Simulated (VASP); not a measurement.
Runs of VASP 6.6.1 on Li2Se. The structure is that of space group Fm-3m (No. 225), or close to it. The cells are those of the table. 

```tsv
task	cell	cutoff (eV)	gap on the mesh (eV)	pressure (GPa)
single point	a = 3.987 Å, angles 60.0°, 3 atoms	830	3.28	8.5
single point	a = 4.209 Å, angles 60.0°, 3 atoms	830	3.44	0.5
electric field gradients	a = 3.987 Å, angles 60.0°, 3 atoms	720	3.28	(a)
relaxation of the atoms	atoms relaxed from a = 3.824 Å, angles 60.0°, 3 atoms	720	3.07	19.5
electric field gradients	a = 3.340 Å, angles 60.0°, 3 atoms	720	1.94	103.3
electric field gradients	a = 4.209 Å, angles 60.0°, 3 atoms	720	3.44	0.5
electric field gradients	a = 3.824 Å, angles 60.0°, 3 atoms	720	3.07	19.5
single point	a = 3.340 Å, angles 60.0°, 3 atoms	830	1.94	103.5
```

Alike in all rows: level r2SCAN; potentials or basis VASP PAW PBE potentials, release 64 (Li_sv, Se); no spin polarisation; k mesh 8 × 8 × 8; smearing fermi-dirac 0.03 eV.

Task: Estimate the missing entries.

Result: (a) 8.4.

Caveats: the PAW data sets were made with another functional, which shifts forces and pressure a little; the cell stands under pressure (at least some runs); the relaxation stopped at its first step, so nothing moved (at least some runs).

A k mesh can miss the band edges, and the runs leave out spin-orbit coupling on Se.
